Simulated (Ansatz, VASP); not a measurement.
## Mg in VASP and in Ansatz

INCAR

```
  PREC = Accurate
  ENCUT = 750
  EDIFF = 1E-7
  ISMEAR = -1
  SIGMA = 0.1
  LREAL = F
  LASPH = T
  NELM = 120
  ALGO = Normal
  ISIF = 3
  LWAVE = F
  LCHARG = F
  GGA = CA
  IBRION = 2
  NSW = 80
  EDIFFG = -0.01
  GGA_COMPAT = F
  NELMIN = 4
```

KPOINTS

```
regular mesh
0
Gamma
  12 12 12
```

Contents of POSCAR:

```
Mg
1.0
   -1.7976546712      1.7976546712      1.7976546712
    1.7976546712     -1.7976546712      1.7976546712
    1.7976546712      1.7976546712     -1.7976546712
Mg
1
Direct
    0.0000000000      0.0000000000      0.0000000000
```

Input for Ansatz:

```yaml
crystal:
  lattice:
    - [-1.7976546712, 1.7976546712, 1.7976546712]
    - [1.7976546712, -1.7976546712, 1.7976546712]
    - [1.7976546712, 1.7976546712, -1.7976546712]
  atoms:
    - { symbol: Mg, position: [0.0, 0.0, 0.0] }
hamiltonian:
  xc: lda
  pseudopotentials:
    kind: paw
    azcp:
      Mg: "pseudopotentials/Mg.paw.azcp"
basis:
  ecutwfc: 420
  fft_grid_basis: typed
kpoints:
  mp_grid: { grid: [12, 12, 12], shift: [0, 0, 0] }
magnetization:
  spin_polarized: false
scf:
  occupations: { method: fermi_dirac, width: 0.1 }
relax:
  max_steps: 60
  f_tol: 0.01
  cell: {}
output:
  write_density: true
  write_potential: true
  elf: true
  volumetric_format: npy
```

Alike in both runs: task relaxation of cell and atoms; functional LDA; k mesh 12 × 12 × 12; occupations fermi-dirac, width 0.1 eV; no spin polarisation.

```csv
,VASP,Ansatz
version,VASP 6.6.1,Ansatz 0.2.0
potentials or method,"VASP PAW LDA potentials, release 64 (Mg_sv), cutoff 750 eV","plane waves (420 eV) with PAW, scalar-relativistic"
valence electrons in the cell,10,10
```

```csv
,VASP,Ansatz,Ansatz less VASP
relaxed volume (Å³/atom),21.36,21.59,+0.221
relaxed cell length with the largest relative difference (Å),3.028,3.038,+0.0104
```

Ansatz warns that its potentials were made for another functional, while VASP's fit it. LDA's correlation is that of Perdew and Zunger in VASP and of Perdew and Wang (1992) in Ansatz.
